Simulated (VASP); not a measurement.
## Al2Cu: relaxation of cell and atoms with PBE

Al2Cu:

```
Al Cu
1.0
    -2.92666    2.92666    2.36208
     2.92666   -2.92666    2.36208
     2.92666    2.92666   -2.36208
Al Cu
4 2
Cartesian
  0.9273 1.9994 2.3621
  0.9273 3.8539 0.0000
  1.9994 -0.9273 2.3621
  1.9994 0.9273 0.0000
  0.0000 0.0000 1.1810
  0.0000 0.0000 3.5431
```

* Program: VASP 6.6.1
* Task: relaxation of cell and atoms
* Functional: PBE
* Potentials or basis: VASP PAW PBE potentials, release 64 (Al, Cu)
* Cutoff: 600 eV
* k mesh: 10 × 10 × 10
* Occupations: gaussian, width 0.1 eV
* Spin: no spin polarisation
* Target pressure: 12 GPa
* Dipole correction: no
* Further INCAR settings: ALGO = Fast; EDIFF = 1e-06; IBRION = 2; EDIFFG = -0.008; NSW = 70; ISIF = 3

The relaxed volume is 13.55 Å³/atom, the relaxed cell is a = 4.772 Å, b = 4.772 Å, c = 4.772 Å, α = 104.22°, β = 104.22°, γ = 120.58° and the space group after relaxing (to 0.05 Å) is I4/mcm (No. 140). The energy change on relaxing (the enthalpy is what falls) is -4.5 meV/atom and the ionic steps are 9. The pressure after relaxing is 12.0 GPa and the band gap on the k mesh is zero (band 17 reaches 11.75 eV, above the bottom of band 18 at 7.15 eV).

Stress tensor (GPa, compression positive):
```
12.04  0.00  0.00
 0.00 12.04  0.00
 0.00  0.00 11.95
```

The path:
```tsv
step	energy change (eV)	largest force (eV/Å)	pressure (GPa)	volume (Å³)
1	0.0000	0.0524	12.78	80.93
2	-0.0582	0.0162	11.20	81.70
3	-0.0322	0.0325	11.93	81.34
4	-0.0306	0.0156	11.83	81.32
5	-0.0284	0.0063	11.97	81.29
6	-0.0289	0.0012	11.97	81.30
7	-0.0259	0.0002	12.18	81.26
8	-0.0268	0.0005	12.09	81.27
9	-0.0272	0.0006	12.01	81.27
```

Final structure:
```yaml
crystal:
  lattice:
    - [-2.93092, 2.93092, 2.36530]
    - [2.93092, -2.93092, 2.36530]
    - [2.93092, 2.93092, -2.36530]
  atoms:
    - { symbol: Al, position: [0.84214, 0.65786, 0.50000] }
    - { symbol: Al, position: [0.65786, 0.15786, 0.81573] }
    - { symbol: Al, position: [0.34214, 0.84214, 0.18427] }
    - { symbol: Al, position: [0.15786, 0.34214, 0.50000] }
    - { symbol: Cu, position: [0.25000, 0.25000, 0.00000] }
    - { symbol: Cu, position: [0.75000, 0.75000, 0.00000] }
```

Levels at points of the mesh, in eV from the Fermi level:
| k point | band 14 | band 15 | band 16 | band 17 | band 18 | band 19 | band 20 | band 21 |
| --- | --- | --- | --- | --- | --- | --- | --- | --- |
| (0.00, 0.00, 0.00) | -2.11 | -1.52 | -1.36 | -1.36 | -0.95 | -0.09 | -0.03 | 1.70 |
| (0.50, 0.00, 0.00) | -3.31 | -2.75 | -2.75 | 0.26 | 0.26 | 4.28 | 4.28 | 4.52 |
| (0.50, 0.50, 0.00) | -3.02 | -1.59 | -1.46 | -0.84 | -0.67 | 0.89 | 1.45 | 4.72 |
| (0.50, 0.50, 0.50) | -3.47 | -3.47 | -1.92 | 2.68 | 2.99 | 2.99 | 3.56 | 4.52 |

It took 10 min on 1 thread of AMD EPYC 9R45 96-Core Processor (Zen 5), on a shared host, peak memory 0.36 GiB.

Caveat: the cell is relaxed towards a set pressure, so the enthalpy falls and the energy may rise.
